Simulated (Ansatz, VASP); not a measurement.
# Co in VASP and in Ansatz

```
Co
1.0
     2.46962    0.00000    0.00000
    -1.23481    2.13876    0.00000
     0.00000    0.00000    4.02306
Co
2
Direct
  0.33333 0.66667 0.25000
  0.66667 0.33333 0.75000
```

Alike in both runs: functional r2SCAN; k mesh 12 × 12 × 4; occupations gaussian, width 0.1 eV; collinear spin.

Ansatz relaxed the structure, and its values are those at the end. VASP's run is a single point on that final structure, the one shown.

|  | VASP | Ansatz |
| --- | --- | --- |
| version | VASP 6.6.1 | Ansatz 0.2.0 |
| potentials or method | VASP PAW PBE potentials, release 64 (Co), cutoff 520 eV | scalar-relativistic, plane waves, PAW |
| valence electrons in the cell | 18 | 34 |

```tsv
	VASP	Ansatz	Ansatz less VASP
gap on the k mesh at the Fermi level (eV)	none	none	-
pressure (GPa)	-0.3	-0.3	-0.06
net moment per atom (μB)	1.73	1.73	+0.001
size of the moment on the site where the two differ most (μB)	1.79	1.87	+0.081
```

VASP's potentials were made for PBE, not for r2SCAN. Site moments also hang on the region over which each program counts them. A gap of «none» marks a metal or a gap that the smearing closes. With one functional, cell and mesh, what is left measures potentials, basis and numerics. VASP's potentials hold 18 valence electrons a cell and Ansatz's 34, so a difference there can come from the potentials and not from the codes.

The k mesh is coarse, so the values compare programs but aren't converged.
